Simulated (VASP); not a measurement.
Here is a VASP 6.6.1 calculation.

The input INCAR:

```
SYSTEM = CsPbCl3
  PREC = Accurate
  ENCUT = 520
  EDIFF = 1E-7
  ISMEAR = 0
  SIGMA = 0.05
  LREAL = .FALSE.
  LASPH = .TRUE.
  NELM = 60
  ALGO = Normal
  ISIF = 2
  LWAVE = .FALSE.
  LCHARG = .TRUE.
  GGA = PS
  LELF = .TRUE.
  LVHAR = .TRUE.
  NBANDS = 30
```

Contents of KPOINTS:

```
Automatic mesh
0
G
  6 6 6
  0 0 0
```

The input POSCAR:

```
CsPbCl3
1.0
    5.4648750000      0.0000000000      0.0000000000
    0.0000000000      5.4648750000      0.0000000000
    0.0000000000      0.0000000000      5.7451250000
Cs Pb Cl
1 1 3
Direct
    0.0000000000      0.0000000000      0.0000000000
    0.5000000000      0.5000000000      0.5000000000
    0.0000000000      0.5000000000      0.5000000000
    0.5000000000      0.0000000000      0.5000000000
    0.5000000000      0.5000000000      0.0000000000
```

Potentials or basis: VASP PAW PBE potentials, release 64 (Cs_sv, Pb_d, Cl).

Run with:

```console
$ cat potpaw_PBE.64/Cs_sv/POTCAR potpaw_PBE.64/Pb_d/POTCAR potpaw_PBE.64/Cl/POTCAR > POTCAR
$ mpirun -np 1 vasp_std > vasp.out
```

Question: Predict the band gap on the k mesh.

Answer: 1.40 eV, direct.

Question: Predict the pressure.

Answer: 1.0 GPa.

Stress tensor (GPa, compression positive):
```
 1.94  0.00  0.00
 0.00  1.94  0.00
 0.00  0.00 -0.80
```

Caveat: the cell differs from its parent crystal (strain -0.025 along x and y, +0.025 along z); the PAW data sets were made with another functional, which shifts forces and pressure a little; spin-orbit coupling is left out, which moves the levels of the heavy elements. A k mesh can miss the band edges.
